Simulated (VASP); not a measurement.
Set up this calculation in VASP 6.6.1, as the native input.

* Task: single point
* Functional: PBEsol
* Potentials or basis: VASP PAW PBE potentials, release 64 (Mn_pv)
* Cutoff: 520 eV
* k mesh: 21 × 21 × 12
* Occupations: gaussian, width 0.15 eV
* Spin: no spin polarisation
* Dipole correction: no
* Further INCAR settings: ALGO = Fast; EDIFF = 1e-06; NBANDS = 20

The structure of Mn lies in POSCAR:

```
Mn
1.0
    2.5581551436      0.0000000000      0.0000000000
   -1.2790775718      2.2154273412      0.0000000000
    0.0000000000      0.0000000000      4.0261950000
Mn
2
Direct
    0.6666666667      0.3333333333      0.7500000000
    0.3333333333      0.6666666667      0.2500000000
```

This cell differs from its parent crystal: strain +0.030 along x and y, +0.000 along z.

The input as run:

INCAR

```
PREC = Accurate
ENCUT = 520
EDIFF = 1E-6
ISMEAR = 0
SIGMA = 0.15
LREAL = F
LASPH = T
NELM = 60
ALGO = Fast
ISIF = 2
LWAVE = F
LCHARG = F
GGA = PS
NBANDS = 20
```

KPOINTS

```
regular mesh
0
Gamma
  21 21 12
```

Potentials or basis: VASP PAW PBE potentials, release 64 (Mn_pv).

Launch:

```bash
$ cat potpaw_PBE.64/Mn_pv/POTCAR > POTCAR
$ mpirun -np 1 vasp_std > vasp.out
```

Results of the run:

```
Pressure               : -24.7 GPa
Band gap on the k mesh : zero (band 13 reaches 10.28 eV, above the bottom of band 14 at 8.38 eV)
```

Caveat: the cell differs from its parent crystal (strain +0.030 along x and y, +0.000 along z); the PAW data sets were made with another functional, which shifts forces and pressure a little; the run has no spin polarisation, though such a crystal can be magnetic.

Wall time 59 s on 1 thread of Intel(R) Xeon(R) 6975P-C (Granite Rapids), with other jobs on the host, peak memory 0.22 GiB.
